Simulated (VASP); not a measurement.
Set up this calculation in VASP 6.6.1, as the native input.

```yaml
Task: single point
Functional: PBE
Potentials_or_basis: VASP PAW PBE potentials, release 64 (Al, As)
Cutoff: 500 eV
k_mesh: 4 × 4 × 4
Occupations: gaussian, width 0.1 eV
Spin: no spin polarisation
Dipole_correction: no
Further_INCAR_settings: ALGO = Normal; EDIFF = 1e-06; NBANDS = 11
```

The structure of AlAs lies in POSCAR:

```
AlAs
1.0
    0.0000000000      2.8379008005      2.8379008005
    2.8379008005      0.0000000000      2.8379008005
    2.8379008005      2.8379008005      0.0000000000
Al As
1 1
Direct
    0.2840000000      0.7960000000      0.4130000000
    1.0340000000      1.5460000000      1.1630000000
```

One way to write it, as run:

INCAR

```
SYSTEM = AlAs
PREC = Accurate ; ENCUT = 500
EDIFF = 1E-6 ; ISMEAR = 0
SIGMA = 0.1 ; LREAL = .False.
LASPH = .True. ; NELM = 120
ALGO = Normal ; ISIF = 2
LWAVE = .False. ; LCHARG = .False.
GGA = PE ; NBANDS = 11
GGA_COMPAT = .False.
```

KPOINTS

```
Automatic mesh
0
Gamma
  4 4 4
  0 0 0
```

Potentials or basis: VASP PAW PBE potentials, release 64 (Al, As).

The run is started by

```bash
$ cat potpaw_PBE.64/Al/POTCAR potpaw_PBE.64/As/POTCAR > POTCAR
$ mpirun -np 1 vasp_std > vasp.out
```

It gave:

| Quantity | Value |
| --- | --- |
| Pressure | 2.4 GPa |
| Band gap on the k mesh | 1.42 eV, indirect (least direct gap 1.99 eV) |

Caveat: the k points lie up to 0.48 Å⁻¹ apart.

Run time: 4.4 s on 1 thread of Intel(R) Xeon(R) Platinum 8559C (Emerald Rapids) (shared host), peak memory 0.16 GiB.
